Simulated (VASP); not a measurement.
Hf8CuO16 (a cell with a defect), 25 atoms in the cell. The cell holds a defect, 25 atoms: a = 7.328 Å, b = 7.328 Å, c = 7.328 Å, α = 121.07°, β = 121.07°, γ = 88.16°. 

- Program: VASP 6.6.1
- Task: single point
- Functional: PBE
- Potentials or basis: VASP PAW PBE potentials, release 64 (Hf_pv, O, Cu)
- Cutoff: 520 eV
- k mesh: 1 × 1 × 1
- Occupations: fermi-dirac, width 0.01 eV
- Spin: no spin polarisation
- Dipole correction: no
- Charge: 1
- Further INCAR settings: ALGO = Normal; EDIFF = 1e-06; NBANDS = 112; NELECT = 186.0

Potentials or basis: VASP PAW PBE potentials, release 64 (Hf_pv, O, Cu).

Launch:

```sh
$ cat potpaw_PBE.64/Hf_pv/POTCAR potpaw_PBE.64/O/POTCAR potpaw_PBE.64/Cu/POTCAR > POTCAR
$ mpirun -np 1 vasp_gam > vasp.out
```

Hardware: 1 thread of Intel(R) Xeon(R) Platinum 8375C CPU @ 2.90GHz (Ice Lake), on a shared host.

Question: Estimate the wall time of this run.

Answer: Wall time 75 s on 1 thread of Intel(R) Xeon(R) Platinum 8375C CPU @ 2.90GHz (Ice Lake), on a shared host, peak memory 0.42 GiB. Counts: scf iterations 20, k points 1.
